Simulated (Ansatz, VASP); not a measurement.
## ZnSe: VASP beside Ansatz

```
Zn Se
1.0
     0.00000    2.86647    2.86647
     2.86647    0.00000    2.86647
     2.86647    2.86647    0.00000
Zn Se
1 1
Direct
  0.00000 0.00000 0.00000
  0.25000 0.25000 0.25000
```

Alike in both runs: functional PBE; k mesh 8 × 8 × 8; occupations gaussian, width 0.02 eV; no spin polarisation.

Ansatz relaxed the structure, and its values are those at the end. VASP's run is a single point on that final structure, the one shown.

|  | VASP | Ansatz |
| --- | --- | --- |
| version | VASP 6.6.1 | Ansatz 0.2.0 |
| potentials or method | VASP PAW PBE potentials, release 64 (Zn, Se), cutoff 500 eV | scalar-relativistic, plane waves, PAW |
| valence electrons in the cell | 18 | 28 |

|  | VASP | Ansatz | Ansatz less VASP |
| --- | --- | --- | --- |
| gap on the k mesh at the Fermi level (eV) | 1.15 | 1.15 | -0.004 |
| least direct gap on the mesh (eV) | 1.15 | 1.15 | -0.004 |
| pressure (GPa) | 0.2 | 0.0 | -0.20 |

With one functional, cell and mesh, what is left measures potentials, basis and numerics. VASP's potentials hold 18 valence electrons a cell and Ansatz's 28, so a difference there can come from the potentials and not from the codes.
